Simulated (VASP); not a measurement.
# Zn (P6_3/mmc) in VASP: a series of runs

The runs below take Zn through single point, with LDA.

Program: VASP 6.6.1. These are calculated values, not measurements. Logs are shortened: lines on timing, memory, paths and dates and some standing lists are left out, and cuts for length are marked.

### 1 The cell of the first run

The structure is hexagonal, space group P6_3/mmc (No. 194). Conventional cell: a = 2.575 Å, b = 2.575 Å, c = 4.714 Å, α = 90.00°, β = 90.00°, γ = 120.00°. Within 3.4 Å of Zn (site symmetry -6m2) lie 12 Zn at 2.57 to 2.79 Å.

### 2 Single point, LDA

File INCAR:

```
SYSTEM = Zn
ALGO = Normal
EDIFF = 1E-6
ENCUT = 520
ISIF = 2
ISMEAR = -1
LASPH = .True.
LCHARG = .False.
LREAL = .False.
LWAVE = .False.
NBANDS = 19
NELM = 60
PREC = Accurate
SIGMA = 0.1
```

File KPOINTS:

```
k-points
0
Gamma
  16 16 8
  0 0 0
```

File POSCAR:

```
Zn
1.0
    1.2872944539     -2.2296593984      0.0000000000
    1.2872944539      2.2296593984      0.0000000000
    0.0000000000      0.0000000000      4.7135629385
Zn
2
Direct
    0.6666666670      0.3333333330      0.2500000000
    0.3333333330      0.6666666670      0.7500000000
```

Potentials or basis: VASP PAW LDA potentials, release 64 (Zn).

Run with:

```sh
cat potpaw_LDA.64/Zn/POTCAR > POTCAR
mpirun -np 1 vasp_std > vasp.out
```

OUTCAR:

```text
SYSTEM = Zn
   EDIFF = 1E-6
   ENCUT = 520
   ISIF = 2
   ISMEAR = -1
   LASPH = .True.
   LREAL = .False.
   NELM = 60
   PREC = Accurate

 ion  position               nearest neighbor table
   1  0.667  0.333  0.250-   2 2.79   2 2.79   2 2.79   2 2.79   2 2.79   2 2.79
   2  0.333  0.667  0.750-   1 2.79   1 2.79   1 2.79   1 2.79   1 2.79   1 2.79

  LATTYP: Found a hexagonal cell.
 ALAT       =     2.5745889078
 C/A-ratio  =     1.8308021620

  Lattice vectors:

 A1 = (   1.2872944539,  -2.2296593984,   0.0000000000)
 A2 = (   1.2872944539,   2.2296593984,   0.0000000000)
 A3 = (   0.0000000000,   0.0000000000,   4.7135629385)

Analysis of symmetry for initial positions (statically):
=====================================================================
 Subroutine PRICEL returns:
 Original cell was already a primitive cell.

 Routine SETGRP: Setting up the symmetry group for a
 hexagonal supercell.

 Subroutine GETGRP returns: Found 24 space group operations
 (whereof 12 operations were pure point group operations)
 out of a pool of 24 trial point group operations.

The static configuration has the point symmetry D_3d.
 The point group associated with its full space group is D_6h.

Analysis of symmetry for dynamics (positions and initial velocities):
=====================================================================
 Subroutine PRICEL returns:
 Original cell was already a primitive cell.

 Routine SETGRP: Setting up the symmetry group for a
 hexagonal supercell.

 Subroutine GETGRP returns: Found 24 space group operations
 (whereof 12 operations were pure point group operations)
 out of a pool of 24 trial point group operations.

The dynamic configuration has the point symmetry D_3d.
 The point group associated with its full space group is D_6h.

 Subroutine INISYM returns: Found 24 space group operations
 (whereof 12 operations are pure point group operations),
 and found     1 'primitive' translations

----------------------------------------------------------------------------------------

                                     Primitive cell

  volume of cell :      27.0580

  direct lattice vectors                    reciprocal lattice vectors
     1.287294454 -2.229659398  0.000000000     0.388411523 -0.224249498  0.000000000
     1.287294454  2.229659398  0.000000000     0.388411523  0.224249498  0.000000000
     0.000000000  0.000000000  4.713562938     0.000000000  0.000000000  0.212153739

  length of vectors
     2.574588908  2.574588908  4.713562938     0.448498995  0.448498995  0.212153739

  position of ions in fractional coordinates (direct lattice)
     0.666666667  0.333333333  0.250000000
     0.333333333  0.666666667  0.750000000

  ion indices of the primitive-cell ions
   primitive index   ion index
                 1           1
                 2           2

----------------------------------------------------------------------------------------

 KPOINTS: k-points

Automatic generation of k-mesh.
 Grid dimensions read from file:
 generate k-points for:   16   16    8

 Generating k-lattice:

  Cartesian coordinates                     Fractional coordinates (reciprocal lattice)
     0.024275720 -0.014015594  0.000000000     0.062500000 -0.000000000  0.000000000
     0.024275720  0.014015594  0.000000000    -0.000000000  0.062500000  0.000000000
     0.000000000  0.000000000  0.026519217     0.000000000  0.000000000  0.125000000

  Length of vectors
     0.028031187  0.028031187  0.026519217

  Shift w.r.t. Gamma in fractional coordinates (k-lattice)
     0.000000000  0.000000000  0.000000000

 Subroutine IBZKPT returns following result:
 ===========================================

 Found    150 irreducible k-points:

 Following reciprocal coordinates:
            Coordinates               Weight
  0.000000  0.000000  0.000000      1.000000
  0.062500 -0.000000  0.000000      6.000000
  0.125000 -0.000000  0.000000      6.000000
  0.187500 -0.000000  0.000000      6.000000
  0.250000 -0.000000  0.000000      6.000000
  0.312500 -0.000000  0.000000      6.000000
[... 16 lines left out ...]
  0.187500  0.187500  0.000000      6.000000
  0.250000  0.187500  0.000000     12.000000
 [... further k-points ...]
   k-points           NKPTS =    150   k-points in BZ     NKDIM =    150   number of bands    NBANDS=     19
   number of dos      NEDOS =    301   number of ions     NIONS =      2
   total plane-waves  NPLWV =  14400
   dimension x,y,z NGX =    20 NGY =   20 NGZ =   36
   dimension x,y,z NGXF=    40 NGYF=   40 NGZF=   72
   ions per type =               2
   NGX,Y,Z   is equivalent  to a cutoff of  12.91, 12.91, 12.70 a.u.
   NGXF,Y,Z  is equivalent  to a cutoff of  25.83, 25.83, 25.39 a.u.
 SYSTEM =  Zn
   PREC   = accura    normal or accurate (medium, high low for compatibility)
   ISTART =      0    job   : 0-new  1-cont  2-samecut
   ICHARG =      2    charge: 1-file 2-atom 10-const
   ISPIN  =      1    spin polarized calculation?
   LNONCOLLINEAR =      F non collinear calculations
   LSORBIT =      F    spin-orbit coupling
   LASPH  =      T    aspherical Exc in radial PAW
   ENCUT  =  520.0 eV  38.22 Ry    6.18 a.u.   4.79  4.79  8.76*2*pi/ulx,y,z
   NELM   =     60;   NELMIN=  2; NELMDL= -5     # of ELM steps
   EDIFF  = 0.1E-05   stopping-criterion for ELM
   LREAL  =      F    real-space projection
   EDIFFG = 0.1E-04   stopping-criterion for IOM
   NSW    =      0    number of steps for IOM
   IBRION =     -1    ionic relax: 0-MD 1-quasi-New 2-CG
   NFREE  =      0    steps in history (QN), initial steepest desc. (CG)
   ISIF   =      2    stress and relaxation
   ISYM   =      2    0-nonsym 1-usesym 2-fastsym
   POTIM  = 0.5000    time-step for ionic-motion
   TEBEG  =    0.0;   TEEND  =   0.0 temperature during run
   PSTRESS=    0.0 pullay stress
   NELECT =      24.0000    total number of electrons
   NUPDOWN=      -1.0000    fix difference up-down
   EMIN   =  10.00;   EMAX   =-10.00  energy-range for DOS
   EFERMI =   0.00;   METHOD = LEGACY
   ISMEAR =    -1;   SIGMA  =   0.10  broadening in eV -4-tet -1-fermi 0-gaus
   EFERMI_NEDOS =   21; number of points for ismear=-14 and -15
   IALGO  =     38    algorithm
   IMIX   =      4    mixing-type and parameters
     AMIX     =   0.40;   BMIX     =  1.00
     AMIX_MAG =   1.60;   BMIX_MAG =  1.00
  volume/ion in A,a.u.               =      13.53        91.30
  Fermi-wavevector in a.u.,A,eV,Ry     =   1.572944  2.972434 33.662904  2.474154
  Thomas-Fermi vector in A             =   2.674303
   LORBIT       =      0    0 simple, 1 ext, 2 COOP (PROOUT), +10 PAW based schemes
   GGA     = CA    functional components
   LHFCALC =     F    Hartree Fock is set to
   AEXX    =    0.0000 exact exchange contribution
   IVDW    =     0    specifies the selected vdW correction
   LEPSILON=     F    determine dielectric tensor
   LRPA    =     F    only Hartree local field effects (RPA)
 non-spin polarized calculation
  energy-cutoff  :      520.00
  volume of cell :       27.06
 maximum number of plane-waves:       742
 NGX is ok and might be reduce to    20
   NGX =  9   NGY =  9   NGZ = 17

 number of electron      23.9999986 magnetization

 Free energy of the ion-electron system (eV)
  ---------------------------------------------------
  ext. energy  EPLUGINS =         0.00000000
  ---------------------------------------------------
  free energy    TOTEN  =        -3.77041835 eV

  energy without entropy =       -3.76255682  energy(sigma->0) =       -3.76648759

 E-fermi :   3.8319     XC(G=0): -12.5246

 val. band max:        3.7518991967   @ k =   0.3750  -0.0000   0.0000
 cond. band min:       3.8347862262   @ k =   0.3750   0.0625   0.0000
 fundamental gap:      0.0828870295
 Fermi energy:         3.8319074997

 k-point     1 :       0.0000    0.0000    0.0000
  band No.  band energies     occupation
      1      -7.5991      2.00000
      2      -5.4464      2.00000
      3      -4.5708      2.00000
      4      -4.3077      2.00000
      5      -4.3077      2.00000
      6      -4.2402      2.00000
[... 11 lines left out ...]
     18      24.0240      0.00000
     19      24.1041      0.00000

 k-point     2 :       0.0625   -0.0000    0.0000
  band No.  band energies     occupation
      1      -7.4747      2.00000
      2      -5.3880      2.00000
      3      -4.5577      2.00000
      4      -4.3207      2.00000
      5      -4.2749      2.00000
      6      -4.2555      2.00000
[... 11 lines left out ...]
     18      23.2670      0.00000
     19      25.2815      0.00000

 k-point     3 :       0.1250   -0.0000    0.0000
  band No.  band energies     occupation
      1      -7.1079      2.00000
      2      -5.2319      2.00000
      3      -4.5342      2.00000
      4      -4.3475      2.00000
      5      -4.2791      2.00000
      6      -4.1803      2.00000
[... 11 lines left out ...]
     18      22.4701      0.00000
     19      23.9357      0.00000

 k-point     4 :       0.1875   -0.0000    0.0000
  band No.  band energies     occupation
      1      -6.5257      2.00000
      2      -5.0491      2.00000
      3      -4.5199      2.00000
      4      -4.3901      2.00000
      5      -4.2487      2.00000
      6      -4.2133      2.00000
[... 11 lines left out ...]
     18      20.8814      0.00000
     19      21.3792      0.00000

 k-point     5 :       0.2500   -0.0000    0.0000
  band No.  band energies     occupation
      1      -5.8240      2.00000
      2      -4.9715      2.00000
      3      -4.4897      2.00000
      4      -4.4414      2.00000
      5      -4.3875      2.00000
      6      -4.0633      2.00000
[... 11 lines left out ...]
     18      20.2204      0.00000
     19      21.5043      0.00000
[... 334 lines left out ...]
      2      -4.9433      2.00000
      3      -4.8726      2.00000
      4      -4.3069      2.00000
      5      -4.1826      2.00000
      6      -4.1514      2.00000
[... 11 lines left out ...]
     18      17.4439      0.00000
     19      18.4953      0.00000

 k-point    22 :       0.4375    0.1250    0.0000
  band No.  band energies     occupation
      1      -5.0730      2.00000
      2      -4.9546      2.00000
      3      -4.8951      2.00000
      4      -4.3074      2.00000
      5      -4.2103      2.00000
      6      -4.1255      2.00000
[... 11 lines left out ...]
     18      17.3081      0.00000
     19      18.3847      0.00000

 k-point    23 :       0.1875    0.1875    0.0000
  band No.  band energies     occupation
      1      -4.9546      2.00000
      2      -4.7043      2.00000
      3      -4.6659      2.00000
      4      -4.6551      2.00000
      5      -4.3550      2.00000
      6      -4.2710      2.00000
[... 11 lines left out ...]
     18      16.7840      0.00000
     19      18.0045      0.00000

 k-point    24 :       0.2500    0.1875    0.0000
  band No.  band energies     occupation
      1      -4.7983      2.00000
      2      -4.7522      2.00000
      3      -4.7514      2.00000
      4      -4.4211      2.00000
      5      -4.3219      2.00000
      6      -4.2630      2.00000
[... 11 lines left out ...]
     18      15.8979      0.00000
     19      16.9789      0.00000

 [... further k-points ...]

------------------------ aborting loop because EDIFF is reached ----------------------------------------

  FORCE on cell =-STRESS in cart. coord.  units (eV):
  Direction    XX          YY          ZZ          XY          YZ          ZX
  --------------------------------------------------------------------------------------
  -------------------------------------------------------------------------------------
  Total        0.1162557      0.1162557      0.1398033      0.0000000     -0.0000000      0.0000000
  in kB        6.8838144      6.8838144      8.2781323      0.0000000     -0.0000000      0.0000000
  external PRESSURE =       7.3485870 kB  Pullay stress =       0.0000000 kB

 VOLUME and BASIS-vectors are now :
 -----------------------------------------------------------------------------
  energy-cutoff  :      520.00
  volume of cell :       27.06
      direct lattice vectors                 reciprocal lattice vectors
     1.287294454 -2.229659398  0.000000000     0.388411523 -0.224249498  0.000000000
     1.287294454  2.229659398  0.000000000     0.388411523  0.224249498  0.000000000
     0.000000000  0.000000000  4.713562938     0.000000000  0.000000000  0.212153739

 POSITION                                       TOTAL-FORCE (eV/Angst)
 -----------------------------------------------------------------------------------
      1.28729     -0.74322      1.17839         0.000000     -0.000000      0.000000
      1.28729      0.74322      3.53517        -0.000000      0.000000      0.000000
 -----------------------------------------------------------------------------------
    total drift:                                0.000000      0.000000      0.000000

  FREE ENERGIE OF THE ION-ELECTRON SYSTEM (eV)
  ---------------------------------------------------
  free  energy   TOTEN  =        -3.7704183512 eV

  energy  without entropy=       -3.7625568197  energy(sigma->0) =       -3.76648759
```

Run time: 24 s. Hardware: 1 thread of Intel Xeon 6975P-C (Granite Rapids), shared host; peak memory 0.17 GiB.

What came out:

```
Free energy            : -3.7704 eV
Pressure               : 0.7 GPa
Band gap on the k mesh : zero (bands 12 and 13 overlap by 4.31 eV)
```

Levels at points of the mesh, in eV from the Fermi level:
| k point | band 10 | band 11 | band 12 | band 13 | band 14 | band 15 |
| --- | --- | --- | --- | --- | --- | --- |
| (0.00, 0.00, 0.00) | -7.41 | -7.41 | -4.20 | -2.88 | 15.08 | 18.52 |
| (0.50, 0.00, 0.00) | -7.19 | -3.31 | -2.38 | 2.91 | 3.60 | 4.78 |
| (0.00, 0.00, 0.50) | -7.52 | -7.52 | -7.52 | 5.19 | 5.19 | 19.98 |
| (0.50, 0.00, 0.50) | -7.20 | -2.31 | -2.31 | 0.25 | 0.25 | 11.01 |

### 3 Single point, LDA

File INCAR:

```
SYSTEM = Zn
PREC = Accurate
ENCUT = 520
EDIFF = 1E-7
ISMEAR = -1
SIGMA = 0.1
LREAL = .FALSE.
LASPH = .TRUE.
NELM = 60
ALGO = Normal
ISIF = 2
LWAVE = .FALSE.
LCHARG = .FALSE.
GGA = CA
NBANDS = 19
```

File KPOINTS:

```
regular mesh
0
G
  16 16 8
  0 0 0
```

POSCAR is that of step 2.

Potentials or basis: VASP PAW LDA potentials, release 64 (Zn).

Run with:

```sh
cat potpaw_LDA.64/Zn/POTCAR > POTCAR
mpirun -np 1 vasp_std > vasp.out
```

OUTCAR:

```text
SYSTEM = Zn
   PREC = Accurate
   ENCUT = 520
   EDIFF = 1E-7
   ISMEAR = -1
   LREAL = .FALSE.
   LASPH = .TRUE.
   NELM = 60
   ISIF = 2
   GGA = CA

 ion  position               nearest neighbor table
   1  0.667  0.333  0.250-   2 2.79   2 2.79   2 2.79   2 2.79   2 2.79   2 2.79
   2  0.333  0.667  0.750-   1 2.79   1 2.79   1 2.79   1 2.79   1 2.79   1 2.79

  LATTYP: Found a hexagonal cell.
 ALAT       =     2.5745889078
 C/A-ratio  =     1.8308021620

  Lattice vectors:

 A1 = (   1.2872944539,  -2.2296593984,   0.0000000000)
 A2 = (   1.2872944539,   2.2296593984,   0.0000000000)
 A3 = (   0.0000000000,   0.0000000000,   4.7135629385)

Analysis of symmetry for initial positions (statically):
=====================================================================
 Subroutine PRICEL returns:
 Original cell was already a primitive cell.

 Routine SETGRP: Setting up the symmetry group for a
 hexagonal supercell.

 Subroutine GETGRP returns: Found 24 space group operations
 (whereof 12 operations were pure point group operations)
 out of a pool of 24 trial point group operations.
[... 161 lines left out ...]
  free energy    TOTEN  =        -3.77041835 eV

  energy without entropy =       -3.76255682  energy(sigma->0) =       -3.76648759

 E-fermi :   3.8319     XC(G=0): -12.5246

 val. band max:        3.7518991967   @ k =   0.3750  -0.0000   0.0000
 cond. band min:       3.8347862258   @ k =   0.3750   0.0625   0.0000
 fundamental gap:      0.0828870291
 Fermi energy:         3.8319074995

 k-point     1 :       0.0000    0.0000    0.0000
  band No.  band energies     occupation
      1      -7.5991      2.00000
      2      -5.4464      2.00000
      3      -4.5708      2.00000
      4      -4.3077      2.00000
      5      -4.3077      2.00000
      6      -4.2402      2.00000
[... 505 lines left out ...]
      6      -4.2630      2.00000
[... 11 lines left out ...]
     18      15.8979      0.00000
     19      16.9789      0.00000

 [... further k-points ...]

------------------------ aborting loop because EDIFF is reached ----------------------------------------

  FORCE on cell =-STRESS in cart. coord.  units (eV):
  Direction    XX          YY          ZZ          XY          YZ          ZX
  --------------------------------------------------------------------------------------
  -------------------------------------------------------------------------------------
  Total        0.1170899      0.1170899      0.1404557      0.0000000     -0.0000000      0.0000000
  in kB        6.9332116      6.9332116      8.3167600      0.0000000     -0.0000000      0.0000000
  external PRESSURE =       7.3943944 kB  Pullay stress =       0.0000000 kB

 VOLUME and BASIS-vectors are now :
 -----------------------------------------------------------------------------
  energy-cutoff  :      520.00
  volume of cell :       27.06
      direct lattice vectors                 reciprocal lattice vectors
     1.287294454 -2.229659398  0.000000000     0.388411523 -0.224249498  0.000000000
     1.287294454  2.229659398  0.000000000     0.388411523  0.224249498  0.000000000
     0.000000000  0.000000000  4.713562938     0.000000000  0.000000000  0.212153739

 POSITION                                       TOTAL-FORCE (eV/Angst)
 -----------------------------------------------------------------------------------
      1.28729     -0.74322      1.17839         0.000000      0.000000      0.000000
      1.28729      0.74322      3.53517        -0.000000     -0.000000      0.000000
 -----------------------------------------------------------------------------------
    total drift:                                0.000000      0.000000      0.000000

  FREE ENERGIE OF THE ION-ELECTRON SYSTEM (eV)
  ---------------------------------------------------
  free  energy   TOTEN  =        -3.7704183545 eV

  energy  without entropy=       -3.7625568231  energy(sigma->0) =       -3.76648759
```

OSZICAR:

```text
N       E                     dE             d eps       ncg     rms          rms(c)
DAV:   1     0.112631504001E+03    0.11263E+03   -0.12365E+04  5932   0.207E+03
DAV:   2     0.108859225645E+01   -0.11154E+03   -0.10776E+03  5735   0.301E+02
DAV:   3    -0.406729403827E+01   -0.51559E+01   -0.51344E+01  6331   0.711E+01
DAV:   4    -0.409702776564E+01   -0.29734E-01   -0.29726E-01  6296   0.552E+00
DAV:   5    -0.409706390891E+01   -0.36143E-04   -0.36143E-04  6221   0.174E-01    0.522E+00
DAV:   6    -0.380301264018E+01    0.29405E+00   -0.10194E+00  6333   0.226E+01    0.367E+00
DAV:   7    -0.378048964281E+01    0.22523E-01   -0.43420E-02  7257   0.365E+00    0.184E+00
DAV:   8    -0.377044958434E+01    0.10040E-01   -0.28864E-03  7915   0.758E-01    0.532E-02
DAV:   9    -0.377041495731E+01    0.34627E-04   -0.26467E-04  7408   0.187E-01    0.301E-02
DAV:  10    -0.377041837487E+01   -0.34176E-05   -0.16226E-05  6392   0.345E-02    0.243E-03
DAV:  11    -0.377041835447E+01    0.20395E-07   -0.73905E-07  6291   0.121E-02
   1 F= -.37704184E+01 E0= -.37664876E+01  d E =-.786153E-02
```

stdout:

```text
POSCAR found type information on POSCAR Zn
 POSCAR found :  1 types and       2 ions
 scaLAPACK will be used
 LDA part: xc-table for (Slater(with rela. corr.)+CA(PZ))
 , standard interpolation
 POSCAR, INCAR and KPOINTS ok, starting setup
 FFT: planning ... GRIDC
 FFT: planning ... GRID_SOFT
 FFT: planning ... GRID
 WAVECAR not read
 entering main loop
```

It took 25 s on 1 thread of Intel Xeon 6975P-C (Granite Rapids), shared host; peak memory 0.17 GiB.

Results:

* Free energy: -3.7704 eV
* Pressure: 0.7 GPa
* Band gap on the k mesh: zero (bands 12 and 13 overlap by 4.31 eV)

Levels at points of the mesh, in eV from the Fermi level:
| k point | band 9 | band 10 | band 11 | band 12 | band 13 | band 14 | band 15 | band 16 |
| --- | --- | --- | --- | --- | --- | --- | --- | --- |
| (0.00, 0.00, 0.00) | -7.69 | -7.41 | -7.41 | -4.20 | -2.88 | 15.08 | 18.52 | 18.52 |
| (0.50, 0.00, 0.00) | -7.21 | -7.19 | -3.31 | -2.38 | 2.91 | 3.60 | 4.78 | 6.04 |
| (0.00, 0.00, 0.50) | -7.52 | -7.52 | -7.52 | -7.52 | 5.19 | 5.19 | 19.98 | 19.98 |
| (0.50, 0.00, 0.50) | -7.20 | -7.20 | -2.31 | -2.31 | 0.25 | 0.25 | 11.01 | 11.01 |
